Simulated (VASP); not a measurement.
A run of VASP 6.6.1:

The input INCAR:

```
SYSTEM = GdPd3
ALGO = Normal ; EDIFF = 1E-6
ENCUT = 520 ; GGA = CA
ISIF = 2 ; ISMEAR = -1
ISPIN = 2 ; LASPH = .True.
LCHARG = .False. ; LMAXMIX = 6
LORBIT = 11 ; LREAL = .False.
LWAVE = .False. ; MAGMOM = 4.9 0 0 0
NBANDS = 36 ; NELM = 150
PREC = Accurate ; SIGMA = 0.1
```

Contents of KPOINTS:

```
k-points
0
Gamma
  5 5 5
  0 0 0
```

File POSCAR:

```
GdPd3
1.0
    4.0281380481      0.0000000000      0.0000000000
    0.0000000000      4.0281380481      0.0000000000
    0.0000000000      0.0000000000      4.0281380481
Gd Pd
1 3
Direct
    0.0000000000      0.0000000000      0.0000000000
    0.0000000000      0.5000000000      0.5000000000
    0.5000000000      0.0000000000      0.5000000000
    0.5000000000      0.5000000000      0.0000000000
```

Potentials or basis: VASP PAW PBE potentials, release 64 (Gd, Pd).

Launch:

```console
$ cat potpaw_PBE.64/Gd/POTCAR potpaw_PBE.64/Pd/POTCAR > POTCAR
$ mpirun -np 1 vasp_std > vasp.out
```

Hardware: 1 thread of Intel(R) Xeon(R) Platinum 8488C (Sapphire Rapids) (shared host).

**Question.** Estimate the wall time of this run.

**Answer.** Run time: 79 s on 1 thread of Intel(R) Xeon(R) Platinum 8488C (Sapphire Rapids) (shared host), peak memory 0.16 GiB. Counts: scf iterations 21, k points 10.
